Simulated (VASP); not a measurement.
Pd:

```
Pd
1.0
     0.00000    1.93344    1.93344
     1.93344    0.00000    1.93344
     1.93344    1.93344    0.00000
Pd
1
Direct
  0.00000 0.00000 0.00000
```

Program: VASP 6.6.1. Alike in all runs: task single point; potentials or basis VASP PAW PBE potentials, release 64 (Pd); no spin polarisation; cell as given; cutoff (eV) 520; smearing fermi-dirac 0.05 eV.

Question: Order these runs on this cell by their pressure, lowest first.
A. level PBEsol-based screened hybrid with 25 % exact exchange; k mesh 6 × 6 × 6; share of exact exchange 0.25; screening parameter 0.207 1/Å
B. level HF; k mesh 6 × 6 × 6; share of exact exchange 1
C. level HSE06; k mesh 8 × 8 × 8; share of exact exchange 0.25; screening parameter 0.2079 1/Å

Answer: A (-1.3 GPa), C (7.1 GPa), B (17.0 GPa).

Caveats: some runs use coarse meshes; the PAW data sets were made with another functional, which shifts forces and pressure a little; the cell stands under pressure (at least some runs).
